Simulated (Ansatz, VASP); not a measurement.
# Two plane-wave programs on CsPbCl3

Contents of INCAR:

```
ALGO = Normal
EDIFF = 1E-7
ENCUT = 520
GGA = CA
ISIF = 2
ISMEAR = 0
LASPH = T
LCHARG = F
LREAL = F
LWAVE = F
NBANDS = 30
NELM = 100
PREC = Accurate
SIGMA = 0.05
```

File KPOINTS:

```
k-points
0
Gamma
  6 6 6
```

Contents of POSCAR:

```
CsPbCl3
1.0
    5.8992625000      0.0000000000      0.0000000000
    0.0000000000      5.3107375000      0.0000000000
    0.0000000000      0.0000000000      5.6050000000
Cs Pb Cl
1 1 3
Direct
    0.0000000000      0.0000000000      0.0000000000
    0.5000000000      0.5000000000      0.5000000000
    0.0000000000      0.5000000000      0.5000000000
    0.5000000000      0.0000000000      0.5000000000
    0.5000000000      0.5000000000      0.0000000000
```

Input for Ansatz:

```yaml
crystal:
  lattice:
    - [5.8992625, 0.0, 0.0]
    - [0.0, 5.3107375, 0.0]
    - [0.0, 0.0, 5.605]
  atoms:
    - { symbol: Cs, position: [0.0, 0.0, 0.0] }
    - { symbol: Pb, position: [0.5, 0.5, 0.5] }
    - { symbol: Cl, position: [0.0, 0.5, 0.5] }
    - { symbol: Cl, position: [0.5, 0.0, 0.5] }
    - { symbol: Cl, position: [0.5, 0.5, 0.0] }
basis:
  ecutwfc: 420
kpoints:
  mp_grid: { grid: [6, 6, 6] }
hamiltonian:
  xc: lda
scf:
  occupations: { method: gaussian, width: 0.05 }
output:
  forces: true
  stress: true
  eigenvalues: true
```

Change from the starting cell: strain +0.0525 x Voigt [1, -1, 0, 0, 0, 0], atoms carried along.

Alike in both runs: task single point; functional LDA; k mesh 6 × 6 × 6; occupations gaussian, width 0.05 eV; no spin polarisation.

|  | VASP | Ansatz |
| --- | --- | --- |
| version | VASP 6.6.1 | Ansatz 0.2.0 |
| potentials or method | VASP PAW LDA potentials, release 64 (Cs_sv, Pb_d, Cl), cutoff 520 eV | scalar-relativistic, plane waves, PAW |
| valence electrons in the cell | 44 | 44 |

```tsv
	VASP	Ansatz	Ansatz less VASP
gap on the k mesh at the Fermi level (eV)	1.22	1.25	+0.030
least direct gap on the mesh (eV)	1.22	1.25	+0.030
pressure (GPa)	-0.6	-0.6	-0.01
traceless stress, the component that is largest in VASP (GPa)	3.08	3.06	-0.020
```

LDA's correlation is that of Perdew and Zunger in VASP and of Perdew and Wang (1992) in Ansatz.

Spin-orbit coupling is off throughout.
